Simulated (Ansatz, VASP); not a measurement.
**One calculation of Zr4C, two programs**

```
Zr C
1.0
     0.00000    3.92491    3.92491
     3.92491    0.00000    3.92491
     3.92491    3.92491    0.00000
Zr C
4 1
Direct
  0.62571 0.12286 0.62571
  0.62571 0.62571 0.62571
  0.12286 0.62571 0.62571
  0.62571 0.62571 0.12286
  0.00000 0.00000 0.00000
```

Alike in both runs: task relaxation of cell and atoms; functional PBE; k mesh 8 × 8 × 8; occupations gaussian, width 0.1 eV; no spin polarisation.

```csv
,VASP,Ansatz
version,VASP 6.6.1,Ansatz 0.2.0
potentials or method,"VASP PAW PBE potentials, release 64 (Zr_sv, C), cutoff 600 eV","scalar-relativistic, plane waves, PAW"
valence electrons in the cell,52,52
```

Ansatz gave:

```
gap on the k mesh at the Fermi level, each at its own relaxed structure (eV) : none
relaxed volume (Å³/atom)                                                     : 24.67
relaxed length of the cell vector where the two differ most in proportion (Å)              : 5.587
```

**Question.** Estimate VASP's values.

**Answer.** gap on the k mesh at the Fermi level, each at its own relaxed structure (eV): none; relaxed volume (Å³/atom): 24.69; relaxed length of the cell vector where the two differ most in proportion (Å): 5.589.

A gap of «none» marks a metal or a gap that the smearing closes.
